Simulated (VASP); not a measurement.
Write the native input for VASP 6.6.1 that does the following.

```yaml
Task: single point
Functional: PBE
Potentials_or_basis: VASP PAW PBE potentials, release 64 (Ti_sv, Ge_d, Se)
Cutoff: 520 eV
k_mesh: 3 × 3 × 6
Occupations: gaussian, width 0.1 eV
Spin: collinear spin
Starting_moments: "[1.0, 0.0, 0.0, 0.0, 0.0, 0.0] μB"
Dipole_correction: no
Further_INCAR_settings: ALGO = Normal; EDIFF = 1e-06; NBANDS = 42
```

The structure of TiGe2Se3 lies in POSCAR:

```
TiGe2Se3
1.0
    6.9696359117     -0.0000000032      0.0000000000
   -3.4848179530      6.0358817562      0.0000000000
    0.0000000000      0.0000000000      3.5637822795
Ti Ge Se
1 2 3
Direct
    0.0000000000      0.0000000000      0.0000000000
    0.3333333333      0.6666666667      0.0000000000
    0.6666666667      0.3333333333      0.0000000000
    0.5000000000      0.0000000000      0.5000000000
    0.5000000000      0.5000000000      0.5000000000
    0.0000000000      0.5000000000      0.5000000000
```

The cell was generated, and may not be a known phase.

These files were run (other wordings do the same):

INCAR

```
SYSTEM = TiGe2Se3
PREC = Accurate
ENCUT = 520
EDIFF = 1E-6
ISMEAR = 0
SIGMA = 0.1
LREAL = .False.
LASPH = .True.
NELM = 150
ALGO = Normal
ISIF = 2
LWAVE = .False.
LCHARG = .False.
ISPIN = 2
MAGMOM = 1 0 0 0 0 0
LORBIT = 11
LMAXMIX = 4
GGA = PE
NBANDS = 42
```

KPOINTS

```
regular mesh
0
Gamma
  3 3 6
  0 0 0
```

Potentials or basis: VASP PAW PBE potentials, release 64 (Ti_sv, Ge_d, Se).

Launch:

```console
$ cat potpaw_PBE.64/Ti_sv/POTCAR potpaw_PBE.64/Ge_d/POTCAR potpaw_PBE.64/Se/POTCAR > POTCAR
$ mpirun -np 1 vasp_std > vasp.out
```

Results of the run:

The pressure is -0.6 GPa, the net moment is 0.26 μB per cell and the site moments are Ti +0.15; Ge +0.01; Se -0.00 μB. The valence electrons inside the program's atomic spheres are Ti 9.95; Ge 12.17; Se 3.79.

Caveat: a moment this small can come from the mesh or the smearing.

Wall time 6.7 min on 1 thread of AMD EPYC 7R13 Processor (Zen 3) (shared host), peak memory 0.37 GiB.
